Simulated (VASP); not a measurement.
A run of VASP 6.6.1 is set up as follows.

The input INCAR:

```
PREC     = Accurate       # precision mode
ENCUT    = 520            # plane-wave cutoff, eV
EDIFF    = 1E-6           # SCF threshold, eV
ISMEAR   = 0              # smearing method
SIGMA    = 0.15           # smearing width, eV
LREAL    = False          # projectors in reciprocal space
LASPH    = True           # aspherical terms in the spheres
NELM     = 60             # most SCF steps
ALGO     = Fast           # electronic algorithm
ISIF     = 2              # what is computed and relaxed
LWAVE    = False          # write WAVECAR
LCHARG   = False          # write CHGCAR
GGA      = PE             # functional
NBANDS   = 14             # bands
```

File KPOINTS:

```
Automatic mesh
0
Gamma
  16 16 16
```

The input POSCAR:

```
AlNi
1.0
    2.0085534309     -2.0085201929      0.0000000000
    2.0085534309      2.0085201929      0.0000000000
    0.0000000000      0.0000000000      2.8231000000
Al Ni
1 1
Direct
    0.0000000000      0.0000000000      0.0000000000
    0.5000000000      0.5000000000      0.5000000000
```

Potentials or basis: VASP PAW PBE potentials, release 64 (Al, Ni).

Command:

```sh
$ cat potpaw_PBE.64/Al/POTCAR potpaw_PBE.64/Ni/POTCAR > POTCAR
$ mpirun -np 1 vasp_std > vasp.out
```

Q: Predict the band gap on the k mesh.

A: Zero (an odd number of electrons rules out a gap without spin polarisation).

Q: Estimate the pressure.

A: 10.9 GPa.

Stress tensor (GPa, compression positive):
```
10.68  0.00  0.00
 0.00 10.68  0.00
 0.00  0.00 11.33
```

Caveat: the cell stands under pressure. Spin polarisation is off, so any magnetic state and its effect on volume and gap are missing.
